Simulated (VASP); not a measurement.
# VO2 (P4_2/mnm) in VASP: single point with r2SCAN

Aim: the single point of VO2 with r2SCAN.

Program: VASP 6.6.1. These are calculated values, not measurements. Logs are shortened: lines on timing, memory, paths and dates and some standing lists are left out, and cuts for length are marked.

## Step 1: The cell of the first run

It takes space group P4_2/mnm (No. 136, tetragonal). Conventional cell: a = 4.541 Å, b = 4.541 Å, c = 2.830 Å, α = 90.00°, β = 90.00°, γ = 90.00°. Within 2.5 Å of V (site symmetry mmm) lie 6 O at 1.91 to 1.93 Å. Within 2.6 Å of O (site symmetry m2m) lie 3 V at 1.91 to 1.93 Å and 1 O at 2.56 Å.

## Step 2: Single point, r2SCAN, collinear spin, ferromagnetic start

Input file POSCAR:

```
VO2
1.0
    4.5406262434      0.0000000000      0.0000000000
    0.0000000000      4.5406262434      0.0000000000
    0.0000000000      0.0000000000      2.8298404512
V O
2 4
Direct
    0.0000000000      0.0000000000      0.0000000000
    0.5000000000      0.5000000000      0.5000000000
    0.3003240346      0.3003240346      0.0000000000
    0.1996759654      0.8003240346      0.5000000000
    0.6996759654      0.6996759654      0.0000000000
    0.8003240346      0.1996759654      0.5000000000
```

Input file INCAR.step1:

```
  ALGO = Normal
  EDIFF = 1E-5
  ENCUT = 660
  GGA = PE
  GGA_COMPAT = F
  ISMEAR = 0
  ISPIN = 2
  KPAR = 4
  LASPH = T
  LCHARG = F
  LMAXMIX = 4
  LREAL = F
  LWAVE = T
  MAGMOM = 0.98 0.98 0 0 0 0
  NBANDS = 38
  NELM = 200
  PREC = Accurate
  SIGMA = 0.1
```

Input file INCAR.step2:

```
  ALGO = Normal
  EDIFF = 1E-6
  ENCUT = 660
  GGA_COMPAT = F
  ISIF = 2
  ISMEAR = 0
  ISPIN = 2
  ISTART = 1
  KPAR = 4
  LASPH = T
  LCHARG = T
  LMAXMIX = 4
  LMIXTAU = T
  LORBIT = 11
  LREAL = F
  LVHAR = T
  LWAVE = F
  MAGMOM = 0.98 0.98 0 0 0 0
  METAGGA = R2SCAN
  NBANDS = 38
  NELM = 200
  PREC = Accurate
  SIGMA = 0.1
```

Input file KPOINTS:

```
k-points
0
Gamma
  8 8 12
```

Potentials or basis: VASP PAW PBE potentials, release 64 (V_sv, O).

The run is started by

```sh
$ cat potpaw_PBE.64/V_sv/POTCAR potpaw_PBE.64/O/POTCAR > POTCAR
$ cp INCAR.step1 INCAR
$ mpirun -np 4 vasp_std > vasp.out
$ cp INCAR.step2 INCAR
$ mpirun -np 4 vasp_std > vasp.out
```

OUTCAR:

```text
EDIFF = 1E-6
   ENCUT = 660
   ISIF = 2
   ISMEAR = 0
   ISPIN = 2
   ISTART = 1
   LASPH = T
   LORBIT = 11
   LREAL = F
   METAGGA = R2SCAN
   NELM = 200
   PREC = Accurate

 ion  position               nearest neighbor table
   1  0.000  0.000  0.000-   4 1.91   6 1.91   4 1.91   6 1.91   5 1.93   3 1.93
   2  0.500  0.500  0.500-   3 1.91   5 1.91   3 1.91   5 1.91   4 1.93   6 1.93
   3  0.300  0.300  0.000-   2 1.91   2 1.91   1 1.93
   4  0.200  0.800  0.500-   1 1.91   1 1.91   2 1.93
   5  0.700  0.700  0.000-   2 1.91   2 1.91   1 1.93
   6  0.800  0.200  0.500-   1 1.91   1 1.91   2 1.93

  LATTYP: Found a simple tetragonal cell.
 ALAT       =     4.5406262434
 C/A-ratio  =     0.6232269074

  Lattice vectors:

 A1 = (   4.5406262434,   0.0000000000,   0.0000000000)
 A2 = (   0.0000000000,   4.5406262434,   0.0000000000)
 A3 = (   0.0000000000,   0.0000000000,   2.8298404512)

Analysis of symmetry for initial positions (statically):
=====================================================================
 Subroutine PRICEL returns:
 Original cell was already a primitive cell.

 Routine SETGRP: Setting up the symmetry group for a
 simple tetragonal supercell.

 Subroutine GETGRP returns: Found 16 space group operations
 (whereof  8 operations were pure point group operations)
 out of a pool of 16 trial point group operations.

The static configuration has the point symmetry D_2h.
 The point group associated with its full space group is D_4h.

Analysis of symmetry for dynamics (positions and initial velocities):
=====================================================================
 Subroutine PRICEL returns:
 Original cell was already a primitive cell.

 Routine SETGRP: Setting up the symmetry group for a
 simple tetragonal supercell.

 Subroutine GETGRP returns: Found 16 space group operations
 (whereof  8 operations were pure point group operations)
 out of a pool of 16 trial point group operations.

The dynamic configuration has the point symmetry D_2h.
 The point group associated with its full space group is D_4h.

Analysis of structural, dynamic, and magnetic symmetry:
=====================================================================
 Subroutine PRICEL returns:
 Original cell was already a primitive cell.

 Routine SETGRP: Setting up the symmetry group for a
 simple tetragonal supercell.

 Subroutine GETGRP returns: Found 16 space group operations
 (whereof  8 operations were pure point group operations)
 out of a pool of 16 trial point group operations.

The overall configuration has the point symmetry D_2h.
 The point group associated with its full space group is D_4h.

 Subroutine INISYM returns: Found 16 space group operations
 (whereof  8 operations are pure point group operations),
 and found     1 'primitive' translations

----------------------------------------------------------------------------------------

                                     Primitive cell

  volume of cell :      58.3436

  direct lattice vectors                    reciprocal lattice vectors
     4.540626243  0.000000000  0.000000000     0.220233938  0.000000000  0.000000000
     0.000000000  4.540626243  0.000000000     0.000000000  0.220233938  0.000000000
     0.000000000  0.000000000  2.829840451     0.000000000  0.000000000  0.353376813

  length of vectors
     4.540626243  4.540626243  2.829840451     0.220233938  0.220233938  0.353376813

  position of ions in fractional coordinates (direct lattice)
     0.000000000  0.000000000  0.000000000
     0.500000000  0.500000000  0.500000000
     0.300324035  0.300324035  0.000000000
     0.199675965  0.800324035  0.500000000
     0.699675965  0.699675965  0.000000000
     0.800324035  0.199675965  0.500000000

  ion indices of the primitive-cell ions
   primitive index   ion index
                 1           1
                 2           2
                 3           3
                 4           4
                 5           5
                 6           6

----------------------------------------------------------------------------------------

 KPOINTS: k-points

Automatic generation of k-mesh.
 Grid dimensions read from file:
 generate k-points for:    8    8   12

 Generating k-lattice:

  Cartesian coordinates                     Fractional coordinates (reciprocal lattice)
     0.027529242  0.000000000  0.000000000     0.125000000  0.000000000  0.000000000
     0.000000000  0.027529242  0.000000000     0.000000000  0.125000000  0.000000000
     0.000000000  0.000000000  0.029448068     0.000000000  0.000000000  0.083333333

  Length of vectors
     0.027529242  0.027529242  0.029448068

  Shift w.r.t. Gamma in fractional coordinates (k-lattice)
     0.000000000  0.000000000  0.000000000

 Subroutine IBZKPT returns following result:
 ===========================================

 Found    105 irreducible k-points:

 Following reciprocal coordinates:
            Coordinates               Weight
  0.000000  0.000000  0.000000      1.000000
  0.125000  0.000000  0.000000      4.000000
  0.250000  0.000000  0.000000      4.000000
  0.375000  0.000000  0.000000      4.000000
  0.500000  0.000000  0.000000      2.000000
  0.125000  0.125000  0.000000      4.000000
[... 16 lines left out ...]
  0.375000  0.125000  0.083333     16.000000
  0.500000  0.125000  0.083333      8.000000
 [... further k-points ...]
   k-points           NKPTS =    105   k-points in BZ     NKDIM =    105   number of bands    NBANDS=     38
   number of dos      NEDOS =    301   number of ions     NIONS =      6
   total plane-waves  NPLWV =  38400
   dimension x,y,z NGX =    40 NGY =   40 NGZ =   24
   dimension x,y,z NGXF=    80 NGYF=   80 NGZF=   48
   ions per type =               2   4
   NGX,Y,Z   is equivalent  to a cutoff of  14.65, 14.65, 14.10 a.u.
   NGXF,Y,Z  is equivalent  to a cutoff of  29.29, 29.29, 28.20 a.u.
 SYSTEM =  unknown system
   PREC   = accura    normal or accurate (medium, high low for compatibility)
   ISTART =      1    job   : 0-new  1-cont  2-samecut
   ICHARG =      0    charge: 1-file 2-atom 10-const
   ISPIN  =      2    spin polarized calculation?
   LNONCOLLINEAR =      F non collinear calculations
   LSORBIT =      F    spin-orbit coupling
   LASPH  =      T    aspherical Exc in radial PAW
   ENCUT  =  660.0 eV  48.51 Ry    6.96 a.u.   9.51  9.51  5.93*2*pi/ulx,y,z
   NELM   =    200;   NELMIN=  2; NELMDL=  0     # of ELM steps
   EDIFF  = 0.1E-05   stopping-criterion for ELM
   LREAL  =      F    real-space projection
   EDIFFG = 0.1E-04   stopping-criterion for IOM
   NSW    =      0    number of steps for IOM
   IBRION =     -1    ionic relax: 0-MD 1-quasi-New 2-CG
   NFREE  =      0    steps in history (QN), initial steepest desc. (CG)
   ISIF   =      2    stress and relaxation
   ISYM   =      2    0-nonsym 1-usesym 2-fastsym
   POTIM  = 0.5000    time-step for ionic-motion
   TEBEG  =    0.0;   TEEND  =   0.0 temperature during run
   PSTRESS=    0.0 pullay stress
   NELECT =      50.0000    total number of electrons
   NUPDOWN=      -1.0000    fix difference up-down
   EMIN   =  10.00;   EMAX   =-10.00  energy-range for DOS
   EFERMI =   0.00;   METHOD = LEGACY
   ISMEAR =     0;   SIGMA  =   0.10  broadening in eV -4-tet -1-fermi 0-gaus
   EFERMI_NEDOS =   21; number of points for ismear=-14 and -15
   IALGO  =     38    algorithm
   IMIX   =      4    mixing-type and parameters
     AMIX     =   0.40;   BMIX     =  1.00
     AMIX_MAG =   1.60;   BMIX_MAG =  1.00
  volume/ion in A,a.u.               =       9.72        65.62
  Fermi-wavevector in a.u.,A,eV,Ry     =   1.555012  2.938546 32.899725  2.418062
  Thomas-Fermi vector in A             =   2.659015
   LORBIT       =     11    0 simple, 1 ext, 2 COOP (PROOUT), +10 PAW based schemes
   METAGGA = R2SCAN    functional components
   LHFCALC =     F    Hartree Fock is set to
   AEXX    =    0.0000 exact exchange contribution
   IVDW    =     0    specifies the selected vdW correction
   LEPSILON=     F    determine dielectric tensor
   LRPA    =     F    only Hartree local field effects (RPA)
 spin polarized calculation
 Gauss-broadening in eV      SIGMA  =   0.10
  energy-cutoff  :      660.00
  volume of cell :       58.34
 maximum number of plane-waves:      2276
 NGX is ok and might be reduce to    40
   NGX = 19   NGY = 19   NGZ = 11

 number of electron      49.9999987 magnetization       2.0000000

 Free energy of the ion-electron system (eV)
  ---------------------------------------------------
  ext. energy  EPLUGINS =         0.00000000
  ---------------------------------------------------
  free energy    TOTEN  =       -68.00874412 eV

  energy without entropy =      -67.99493657  energy(sigma->0) =      -68.00184034

 E-fermi :   6.1616     XC(G=0): -12.6356

 val. band max:        6.1581492979   @ k =   0.2500   0.0000   0.0833
 cond. band min:       6.1632409240   @ k =   0.3750   0.1250   0.3333
 fundamental gap:      0.0050916261
 Fermi energy:         6.1615653513

 spin component 1

 k-point     1 :       0.0000    0.0000    0.0000
  band No.  band energies     occupation
      1     -62.6047      1.00000
      2     -62.5945      1.00000
      3     -35.3392      1.00000
      4     -35.3392      1.00000
      5     -35.2335      1.00000
      6     -35.2335      1.00000
[... 29 lines left out ...]
     36      17.4927      0.00000
     37      17.4927      0.00000

 k-point     2 :       0.1250    0.0000    0.0000
  band No.  band energies     occupation
      1     -62.6043      1.00000
      2     -62.5949      1.00000
      3     -35.3362      1.00000
      4     -35.3359      1.00000
      5     -35.2370      1.00000
      6     -35.2367      1.00000
[... 29 lines left out ...]
     36      17.4786      0.00000
     37      17.6013      0.00000
[... 838 lines left out ...]
     36      17.2185      0.00000
     37      18.7441      0.00000

 k-point    24 :       0.5000    0.1250    0.0833
  band No.  band energies     occupation
      1     -62.5973      1.00000
      2     -62.5973      1.00000
      3     -35.3130      1.00000
      4     -35.3130      1.00000
      5     -35.2569      1.00000
      6     -35.2569      1.00000
[... 29 lines left out ...]
     36      16.5046      0.00000
     37      19.4601      0.00000

 [... further k-points ...]

 spin component 2

 k-point     1 :       0.0000    0.0000    0.0000
  band No.  band energies     occupation
      1     -61.1000      1.00000
      2     -61.0888      1.00000
      3     -33.8901      1.00000
      4     -33.8901      1.00000
      5     -33.7329      1.00000
      6     -33.7098      1.00000
[... 29 lines left out ...]
     36      17.8231      0.00000
     37      17.8231      0.00000

 k-point     2 :       0.1250    0.0000    0.0000
  band No.  band energies     occupation
      1     -61.0995      1.00000
      2     -61.0892      1.00000
      3     -33.8882      1.00000
      4     -33.8880      1.00000
      5     -33.7320      1.00000
      6     -33.7107      1.00000
[... 29 lines left out ...]
     36      17.7865      0.00000
     37      17.9365      0.00000
[... 838 lines left out ...]
     36      17.3829      0.00000
     37      19.0906      0.00000

 k-point    24 :       0.5000    0.1250    0.0833
  band No.  band energies     occupation
      1     -61.0919      1.00000
      2     -61.0919      1.00000
      3     -33.8725      1.00000
      4     -33.8725      1.00000
      5     -33.7502      1.00000
      6     -33.7502      1.00000
[... 29 lines left out ...]
     36      16.6479      0.00000
     37      19.8153      0.00000

 [... further k-points ...]

 [bands above 37 left out]

------------------------ aborting loop because EDIFF is reached ----------------------------------------

  FORCE on cell =-STRESS in cart. coord.  units (eV):
  Direction    XX          YY          ZZ          XY          YZ          ZX
  --------------------------------------------------------------------------------------
  -------------------------------------------------------------------------------------
  Total        0.2221017      0.2221017      0.4429679      0.0000000      0.0000000      0.0000000
  in kB        6.0991455      6.0991455     12.1643639      0.0000000      0.0000000      0.0000000
  external PRESSURE =       8.1208850 kB  Pullay stress =       0.0000000 kB

 VOLUME and BASIS-vectors are now :
 -----------------------------------------------------------------------------
  energy-cutoff  :      660.00
  volume of cell :       58.34
      direct lattice vectors                 reciprocal lattice vectors
     4.540626243  0.000000000  0.000000000     0.220233938  0.000000000  0.000000000
     0.000000000  4.540626243  0.000000000     0.000000000  0.220233938  0.000000000
     0.000000000  0.000000000  2.829840451     0.000000000  0.000000000  0.353376813

 POSITION                                       TOTAL-FORCE (eV/Angst)
 -----------------------------------------------------------------------------------
      0.00000      0.00000      0.00000        -0.000000      0.000000     -0.000000
      2.27031      2.27031      1.41492        -0.000000      0.000000     -0.000000
      1.36366      1.36366      0.00000        -0.028769     -0.028769      0.000000
      0.90665      3.63397      1.41492         0.028769     -0.028769     -0.000000
      3.17697      3.17697      0.00000         0.028769      0.028769     -0.000000
      3.63397      0.90665      1.41492        -0.028769      0.028769     -0.000000
 -----------------------------------------------------------------------------------
    total drift:                               -0.000000      0.000000     -0.000000

  FREE ENERGIE OF THE ION-ELECTRON SYSTEM (eV)
  ---------------------------------------------------
  free  energy   TOTEN  =       -68.0087441152 eV

  energy  without entropy=      -67.9949365744  energy(sigma->0) =      -68.00184034

 total charge

# of ion       s       p       d       tot
------------------------------------------
    1        2.280   6.343   2.872  11.495
    2        2.280   6.343   2.872  11.495
    3        1.574   3.516   0.000   5.091
    4        1.574   3.516   0.000   5.091
    5        1.574   3.516   0.000   5.091
    6        1.574   3.516   0.000   5.091
--------------------------------------------------
tot         10.857  26.752   5.744  43.353

 magnetization (x)

# of ion       s       p       d       tot
------------------------------------------
    1        0.015   0.013   1.088   1.116
    2        0.015   0.013   1.088   1.116
    3       -0.002  -0.080   0.000  -0.082
    4       -0.002  -0.080   0.000  -0.082
    5       -0.002  -0.080   0.000  -0.082
    6       -0.002  -0.080   0.000  -0.082
--------------------------------------------------
tot          0.020  -0.294   2.176   1.903
```

Run time: 5.9 min. Hardware: 4 MPI ranks of AMD EPYC 9R45 (Zen 5), shared host; peak memory 0.53 GiB.

Results:

```yaml
Free_energy: -68.0087 eV
Pressure: 0.8 GPa
Largest_force: 0.041 eV/Å
Band_gap_on_the_k_mesh: zero (filled and empty bands overlap)
Net_moment: 2.00 μB per cell
Site_moments: V +1.12; O -0.08 μB
Valence_electrons_inside_the_program's_atomic_spheres: V 11.49; O 5.09
```

Forces in eV/Å, atoms in the order of the input:
```
V    0.000  0.000  0.000
V    0.000  0.000  0.000
O   -0.029 -0.029  0.000
O    0.029 -0.029  0.000
O    0.029  0.029  0.000
O   -0.029  0.029  0.000
```

Stress tensor (GPa, compression positive):
```
0.61 0.00 0.00
0.00 0.61 0.00
0.00 0.00 1.22
```

Levels at points of the mesh, in eV from the Fermi level:
Spin up:
```tsv
k point	band 23	band 24	band 25	band 26	band 27	band 28	band 29	band 30
(0.00, 0.00, 0.00)	-1.96	-1.50	-1.02	-0.61	-0.49	-0.49	-0.14	2.09
(0.50, 0.00, 0.00)	-2.22	-2.22	-0.26	-0.26	0.17	0.17	1.13	1.13
(0.50, 0.50, 0.00)	-2.83	-2.83	-0.93	-0.93	-0.47	-0.47	1.55	1.55
(0.00, 0.00, 0.50)	-3.23	-3.23	0.52	0.52	0.68	0.68	1.03	1.03
(0.50, 0.00, 0.50)	-2.57	-2.57	-0.85	-0.85	0.67	0.67	1.39	1.39
(0.50, 0.50, 0.50)	-2.30	-2.30	0.19	0.19	0.40	0.40	0.68	0.68
```
Spin down:
```csv
k point,band 21,band 22,band 23,band 24,band 25,band 26,band 27,band 28
"(0.00, 0.00, 0.00)",-2.31,-2.16,-2.16,-1.63,0.65,0.72,1.31,1.60
"(0.50, 0.00, 0.00)",-3.26,-3.26,-2.43,-2.43,1.28,1.28,2.18,2.18
"(0.50, 0.50, 0.00)",-2.97,-2.97,-2.96,-2.96,0.60,0.60,1.62,1.62
"(0.00, 0.00, 0.50)",-4.10,-4.10,-3.25,-3.25,1.86,1.86,2.25,2.25
"(0.50, 0.00, 0.50)",-3.76,-3.76,-2.80,-2.80,0.87,0.87,2.24,2.24
"(0.50, 0.50, 0.50)",-3.04,-3.04,-2.40,-2.40,1.53,1.53,2.14,2.14
```

Caveat: the PAW data sets were made with another functional, which shifts forces and pressure a little; semilocal functionals often make such compounds metallic where correlation or magnetic order opens a gap, which also shifts bond lengths.
